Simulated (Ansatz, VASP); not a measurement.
## One calculation of LiAg3Cl3, two programs

```
CELL_PARAMETERS angstrom
5.79834 0.00000 0.00000
0.00000 3.36878 0.00000
-2.89917 0.00000 5.02151
ATOMIC_POSITIONS crystal
Li 0.66670 0.50000 0.33330
Ag 0.19129 0.50000 0.80871
Ag 0.61742 0.50000 0.80871
Ag 0.80871 0.00000 0.19129
Cl 0.19129 0.50000 0.38258
Cl 0.80871 0.00000 0.61742
Cl 0.38258 0.00000 0.19129
```

Alike in both runs: task single point; functional PBE; k mesh 3 × 6 × 3; occupations gaussian, width 0.1 eV; no spin polarisation.

|  | VASP | Ansatz |
| --- | --- | --- |
| version | VASP 6.6.1 | Ansatz 0.2.0 |
| potentials or method | VASP PAW PBE potentials, release 64 (Li_sv, Ag, Cl), cutoff 520 eV | scalar-relativistic, plane waves, PAW |
| valence electrons in the cell | 57 | 81 |

VASP gave:

```
gap on the k mesh at the Fermi level (eV) : none
rms of the force components (eV/Å)        : 1.502
```

Q: Which values does Ansatz return?

A: gap on the k mesh at the Fermi level (eV): none; rms of the force components (eV/Å): 1.499.

Atom by atom the forces differ by 0.010 eV/Å (rms over components). A gap of «none» marks a metal or a gap that the smearing closes. VASP's potentials hold 57 valence electrons a cell and Ansatz's 81, so a difference there can come from the potentials and not from the codes.

The k mesh is coarse, so the values compare programs but aren't converged. Noted on VASP's run: the cutoff is under 1.25 times that of the potentials, so the pressure is a little rough.
